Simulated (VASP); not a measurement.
# RbDyH4 (Cmmm) in VASP: a series of runs, part 2 of 3

VASP 6.6.1.

## 4. Single point, PBE

This run uses another cell than the first one, of 17.68 Å³/atom.

Input file INCAR:

```
ALGO = Normal ; EDIFF = 1E-6
ENCUT = 500 ; GGA = PE
GGA_COMPAT = False ; ISIF = 2
ISMEAR = 0 ; LASPH = True
LCHARG = False ; LMAXMIX = 6
LREAL = False ; LWAVE = False
NBANDS = 20 ; NELM = 200
PREC = Accurate ; SIGMA = 0.1
```

Input file KPOINTS:

```
k-points
0
Gamma
  8 8 10
```

Input file POSCAR:

```
RbDyH4
1.0
    3.6690555715     -3.5670435761      0.0000000000
    3.6690555715      3.5670435761      0.0000000000
    0.0000000000      0.0000000000      4.0530978096
Rb Dy H
1 1 4
Direct
    0.5000000000      0.5000000000      0.5000000000
    0.0000000000      0.0000000000      0.0000000000
    0.2840864490      0.7159135510      0.0000000000
    0.7159135510      0.2840864490      0.0000000000
    0.5000000000      0.0000000000      0.5000000000
    0.0000000000      0.5000000000      0.5000000000
```

Potentials or basis: VASP PAW PBE potentials, release 64 (Rb_sv, Dy_3, H), 4f in core.

Command:

```console
cat potpaw_PBE.64/Rb_sv/POTCAR potpaw_PBE.64/Dy_3/POTCAR potpaw_PBE.64/H/POTCAR > POTCAR
mpirun -np 1 vasp_std > vasp.out
```

OUTCAR:

```text
EDIFF = 1E-6
   ENCUT = 500
   GGA = PE
   ISIF = 2
   ISMEAR = 0
   LASPH = True
   LREAL = False
   NELM = 200
   PREC = Accurate

 ion  position               nearest neighbor table
   1  0.500  0.500  0.500-   3 2.55   4 2.55   3 2.55   4 2.55   5 2.56   6 2.56   5 2.56   6 2.56
                             2 4.10   2 4.10   2 4.10   2 4.10   2 4.19   2 4.19   2 4.19   2 4.19
   2  0.000  0.000  0.000-   3 2.03   4 2.03   1 4.10   1 4.10   1 4.10   1 4.10   1 4.19   1 4.19
[... 766 lines left out ...]
  -------------------------------------------------------------------------------------
  Total       -0.0640000      0.1274748     -0.0619862     -0.0000000      0.0000000      0.0000000
  in kB       -0.9665196      1.9251077     -0.9361083     -0.0000000      0.0000000      0.0000000
  external PRESSURE =       0.0074933 kB  Pullay stress =       0.0000000 kB

 VOLUME and BASIS-vectors are now :
 -----------------------------------------------------------------------------
  energy-cutoff  :      500.00
  volume of cell :      106.09
      direct lattice vectors                 reciprocal lattice vectors
     3.669055571 -3.567043576  0.000000000     0.136274851 -0.140172103  0.000000000
     3.669055571  3.567043576  0.000000000     0.136274851  0.140172103  0.000000000
     0.000000000  0.000000000  4.053097810     0.000000000  0.000000000  0.246724863

 POSITION                                       TOTAL-FORCE (eV/Angst)
 -----------------------------------------------------------------------------------
      3.66906      0.00000      2.02655        -0.000000      0.000000      0.000000
      0.00000      0.00000      0.00000         0.000000      0.000000      0.000000
      3.66906      1.54035      0.00000        -0.000000     -0.035190      0.000000
      3.66906     -1.54035      0.00000        -0.000000      0.035190      0.000000
      1.83453     -1.78352      2.02655         0.000000      0.000000      0.000000
      1.83453      1.78352      2.02655        -0.000000      0.000000      0.000000
 -----------------------------------------------------------------------------------
    total drift:                                0.000000      0.000000     -0.000000

  FREE ENERGIE OF THE ION-ELECTRON SYSTEM (eV)
  ---------------------------------------------------
  free  energy   TOTEN  =       -16.3776933282 eV

  energy  without entropy=      -16.3763814167  energy(sigma->0) =      -16.37703737
```

stdout:

```text
POSCAR found type information on POSCAR RbDyH
 POSCAR found :  3 types and       6 ions
 scaLAPACK will be used
 LDA part: xc-table for (Slater+PW92), standard interpolation
 POSCAR, INCAR and KPOINTS ok, starting setup
 FFT: planning ... GRIDC
 FFT: planning ... GRID_SOFT
 FFT: planning ... GRID
 WAVECAR not read
 entering main loop
```

Run time: 2 min. Hardware: 1 thread of Intel Xeon 6975P-C (Granite Rapids), shared host; peak memory 0.4 GiB.

What came out:

- Free energy: -16.3777 eV
- Pressure: 0.0 GPa
- Largest force: 0.035 eV/Å
- Band gap on the k mesh: zero (bands 11 and 12 overlap by 0.18 eV)

Forces in eV/Å, atoms in the order of the input:
```
Rb   0.000  0.000  0.000
Dy   0.000  0.000  0.000
H    0.000 -0.035  0.000
H    0.000  0.035  0.000
H    0.000  0.000  0.000
H    0.000  0.000  0.000
```

Levels at points of the mesh, in eV from the Fermi level:
```tsv
k point	band 8	band 9	band 10	band 11	band 12	band 13	band 14	band 15
(0.00, 0.00, 0.00)	-4.78	-2.17	-1.68	-0.33	0.86	2.44	2.47	2.82
(0.50, 0.00, 0.00)	-3.20	-3.09	-1.31	-0.55	0.29	1.94	2.35	2.82
(0.50, 0.50, 0.00)	-3.18	-2.05	-1.53	-1.01	0.87	1.49	2.17	2.48
(0.00, 0.00, 0.50)	-2.79	-2.58	-1.35	-0.96	1.03	1.30	1.37	1.45
(0.50, 0.00, 0.50)	-3.04	-2.35	-1.16	-0.71	0.83	1.00	2.46	2.92
(0.50, 0.50, 0.50)	-2.24	-1.62	-1.57	-1.37	1.74	1.89	2.21	2.75
```

Caveat: spin-orbit coupling is left out, which moves the levels of the heavy elements; the 4f electrons are frozen in the core, so they carry no moment and show no levels. Spin polarisation is off, so any magnetic state and its effect on volume and gap are missing.

## 5. Relaxation of cell and atoms, PBE

Input file INCAR:

```
SYSTEM = RbDyH4
  PREC = Accurate
  ENCUT = 500
  EDIFF = 1E-7
  ISMEAR = 0
  SIGMA = 0.1
  LREAL = .False.
  LASPH = .True.
  NELM = 200
  ALGO = Normal
  ISIF = 3
  LWAVE = .False.
  LCHARG = .False.
  GGA = PE
  IBRION = 2
  NSW = 100
  EDIFFG = -0.01
  GGA_COMPAT = .False.
  NELMIN = 4
  LMAXMIX = 6
```

Input file KPOINTS:

```
regular mesh
0
Gamma
  8 8 10
  0 0 0
```

Input file POSCAR:

```
RbDyH4
1.0
    2.7051466300     -4.3408368500      0.0000000000
    2.7051466300      4.3408368500      0.0000000000
    0.0000000000      0.0000000000      4.1616612900
Rb Dy H
1 1 4
Direct
    0.5000000000      0.5000000000      0.5000000000
    0.0000000000      0.0000000000      0.0000000000
    0.3419282000      0.6580718000      0.0000000000
    0.6580718000      0.3419282000      0.0000000000
    0.5000000000      0.0000000000      0.5000000000
    0.0000000000      0.5000000000      0.5000000000
```

Potentials or basis: VASP PAW PBE potentials, release 64 (Rb_sv, Dy_3, H), 4f in core.

Command:

```console
cat potpaw_PBE.64/Rb_sv/POTCAR potpaw_PBE.64/Dy_3/POTCAR potpaw_PBE.64/H/POTCAR > POTCAR
mpirun -np 1 vasp_std > vasp.out
```

OUTCAR:

```text
SYSTEM = RbDyH4
   PREC = Accurate
   ENCUT = 500
   EDIFF = 1E-7
   ISMEAR = 0
   LREAL = .False.
   LASPH = .True.
   NELM = 200
   ISIF = 3
   GGA = PE
   IBRION = 2
   NSW = 100
   EDIFFG = -0.01
   NELMIN = 4

 ion  position               nearest neighbor table
   1  0.500  0.500  0.500-   3 2.49   4 2.49   3 2.49   4 2.49   5 2.56   6 2.56   5 2.56   6 2.56
                             2 3.41   2 3.41   2 3.41   2 3.41
   2  0.000  0.000  0.000-   1 3.41   1 3.41   1 3.41   1 3.41
   3  0.342  0.658  0.000-   1 2.49   1 2.49
   4  0.658  0.342  0.000-   1 2.49   1 2.49
   5  0.500  0.000  0.500-   1 2.56   1 2.56
   6  0.000  0.500  0.500-   1 2.56   1 2.56

  LATTYP: Found a base centered orthorhombic cell.
 ALAT       =     5.4102932600
 B/A-ratio  =     1.6046586170
 C/A-ratio  =     0.7692117765

  Lattice vectors:

 A1 = (   2.7051466300,  -4.3408368500,   0.0000000000)
 A2 = (   2.7051466300,   4.3408368500,   0.0000000000)
 A3 = (   0.0000000000,   0.0000000000,   4.1616612900)

Analysis of symmetry for initial positions (statically):
=====================================================================
 Subroutine PRICEL returns:
 Original cell was already a primitive cell.

 Routine SETGRP: Setting up the symmetry group for a
 base centered orthorhombic supercell.

 Subroutine GETGRP returns: Found  8 space group operations
 (whereof  8 operations were pure point group operations)
 out of a pool of  8 trial point group operations.

The static configuration has the point symmetry D_2h.
[... 305 lines left out ...]
      8      -4.8313      2.00000
      9      -2.1190      2.00000
     10      -2.0843      2.00000
     11      -0.5827      2.00000
     12       0.6841      0.00000
     13       2.1203      0.00000
     14       2.2425      0.00000
[... 403 lines left out ...]
      4     -24.4094      2.00000
      5      -9.8881      2.00000
      6      -9.7976      2.00000
      7      -9.6816      2.00000
      8      -4.3317      2.00000
      9      -2.2694      2.00000
     10      -1.9074      2.00000
     11      -0.7862      2.00000
     12       0.6775      0.00000
     13       1.6214      0.00000
     14       2.0443      0.00000
     15       2.2494      0.00000

 [... further k-points ...]

[... ionic steps 4 to 21 ...]

--------------------------------------- Ionic step       22  -------------------------------------------

 number of electron      22.0000001 magnetization

------------------------ aborting loop because EDIFF is reached ----------------------------------------
[... 75 lines left out ...]
--------------------------------------- Ionic step       24  -------------------------------------------

 number of electron      22.0000001 magnetization

 Free energy of the ion-electron system (eV)
  ---------------------------------------------------
  ext. energy  EPLUGINS =         0.00000000
  ---------------------------------------------------
  free energy    TOTEN  =       -16.33157563 eV

  energy without entropy =      -16.33006153  energy(sigma->0) =      -16.33081858

 E-fermi :   0.2177     XC(G=0):  -8.1448

 val. band max:        0.1873968815   @ k =   0.5000   0.5000   0.2000
 cond. band min:       0.2645368763   @ k =   0.5000   0.3750   0.2000
 fundamental gap:      0.0771399948
 Fermi energy:         0.2177375745

 k-point     1 :       0.0000    0.0000    0.0000
  band No.  band energies     occupation
      1     -25.0161      2.00000
      2     -24.6138      2.00000
      3     -24.3692      2.00000
      4     -23.9324      2.00000
      5      -9.3657      2.00000
      6      -9.2893      2.00000
      7      -9.0754      2.00000
      8      -4.6155      2.00000
      9      -1.9896      2.00000
     10      -1.4544      2.00000
     11      -0.0787      1.99997
     12       1.1724      0.00000
     13       2.6219      0.00000
     14       2.6654      0.00000
[... 448 lines left out ...]
  FREE ENERGIE OF THE ION-ELECTRON SYSTEM (eV)
  ---------------------------------------------------
  free  energy   TOTEN  =       -16.3315756329 eV

  energy  without entropy=      -16.3300615333  energy(sigma->0) =      -16.33081858

 reached required accuracy - stopping structural energy minimisation
```

OSZICAR:

```text
N       E                     dE             d eps       ncg     rms          rms(c)
DAV:   1     0.100222849076E+03    0.10022E+03   -0.97769E+03  3796   0.122E+03
DAV:   2    -0.585777263765E+01   -0.10608E+03   -0.10398E+03  4822   0.301E+02
DAV:   3    -0.167399006803E+02   -0.10882E+02   -0.10540E+02  5571   0.675E+01
[... 274 lines left out ...]
DAV:   2    -0.163315809565E+02    0.99768E-05   -0.34161E-05  4745   0.489E-02    0.184E-02
DAV:   3    -0.163315767608E+02    0.41958E-05   -0.89481E-06  5177   0.197E-02    0.750E-03
DAV:   4    -0.163315759697E+02    0.79107E-06   -0.19006E-06  6274   0.926E-03    0.241E-03
DAV:   5    -0.163315757320E+02    0.23766E-06   -0.12998E-07  3071   0.242E-03    0.853E-04
DAV:   6    -0.163315756329E+02    0.99137E-07   -0.36848E-08  2212   0.158E-03
  24 F= -.16331576E+02 E0= -.16330819E+02  d E =-.294171E-04
```

Run time: 23 min. Hardware: 1 thread of Intel Xeon 6975P-C (Granite Rapids), shared host; peak memory 0.41 GiB.

Results:

| Property | Result |
| --- | --- |
| Free energy | -16.3316 eV |
| Relaxed volume | 17.33 Å³/atom |
| Relaxed cell | a = 5.054 Å, b = 5.054 Å, c = 4.070 Å, α = 90.00°, β = 90.00°, γ = 89.55° |
| Space group after relaxing (to 0.1 Å) | Cmmm (No. 65) |
| Energy gained by relaxing | 369.7 meV/atom |
| Ionic steps | 24 |
| Pressure after relaxing | 0.0 GPa |
| Largest force after relaxing | 0.009 eV/Å |
| Band gap on the k mesh | zero (bands 11 and 12 overlap by 0.27 eV) |

Forces in eV/Å, atoms in the order of the input:
```
Rb   0.000  0.000  0.000
Dy   0.000  0.000  0.000
H    0.000  0.009  0.000
H    0.000 -0.009  0.000
H    0.000  0.000  0.000
H    0.000  0.000  0.000
```

Step by step:
| step | energy change (eV) | largest force (eV/Å) | pressure (GPa) | volume (Å³) |
| --- | --- | --- | --- | --- |
| 1 | 0.0000 | 0.2279 | -3.92 | 97.74 |
| 2 | -0.7845 | 0.4972 | -2.87 | 91.94 |
| 3 | -0.5075 | 0.3440 | 16.46 | 72.80 |
| 4 | -1.4195 | 0.6978 | 0.39 | 85.20 |
| 5 | -1.5034 | 0.6020 | 4.80 | 80.37 |
| 6 | -1.5239 | 0.6622 | 3.22 | 81.84 |
| 7 | -1.6586 | 0.5011 | 2.30 | 85.38 |
| 8 | -1.7472 | 0.1630 | 1.59 | 91.34 |
| 9 | -1.8474 | 0.2514 | -0.49 | 97.15 |
| 10 | -1.8711 | 0.3540 | -2.20 | 103.73 |
| 11 | -1.9337 | 0.2970 | -2.10 | 105.21 |
| 12 | -2.0788 | 0.0406 | -1.53 | 109.30 |
| 13 | -1.8800 | 1.6859 | 0.78 | 115.89 |
| 14 | -2.1047 | 0.2439 | -1.20 | 110.75 |
| 15 | -2.1084 | 0.3701 | -1.01 | 111.46 |
| 16 | -2.1604 | 0.2551 | -0.90 | 110.02 |
| 17 | -2.2075 | 0.0563 | -0.59 | 107.65 |
| 18 | -2.2130 | 0.0520 | -0.38 | 106.42 |
| 19 | -2.2130 | 0.0357 | -0.41 | 106.60 |
| 20 | -2.2162 | 0.0079 | -0.15 | 105.44 |
| 21 | -2.2172 | 0.0511 | 0.12 | 104.31 |
| 22 | -2.2184 | 0.0253 | -0.01 | 103.86 |
| 23 | -2.2184 | 0.0138 | 0.02 | 103.92 |
| 24 | -2.2185 | 0.0086 | 0.01 | 103.96 |

Final structure:
```yaml
crystal:
  lattice:
    - [3.58783, -3.55974, 0.00000]
    - [3.58783, 3.55974, 0.00000]
    - [0.00000, 0.00000, 4.06975]
  atoms:
    - { symbol: Rb, position: [0.50000, 0.50000, 0.50000] }
    - { symbol: Dy, position: [0.00000, 0.00000, 0.00000] }
    - { symbol: H, position: [0.28605, 0.71395, 0.00000] }
    - { symbol: H, position: [0.71395, 0.28605, 0.00000] }
    - { symbol: H, position: [0.50000, 0.00000, 0.50000] }
    - { symbol: H, position: [0.00000, 0.50000, 0.50000] }
```

Caveat: spin-orbit coupling is left out, which moves the levels of the heavy elements; the 4f electrons are frozen in the core, so they carry no moment and show no levels.

[end of part 2 of 3]

The gap in the log of VASP goes by the Fermi energy; the results here count the filled bands.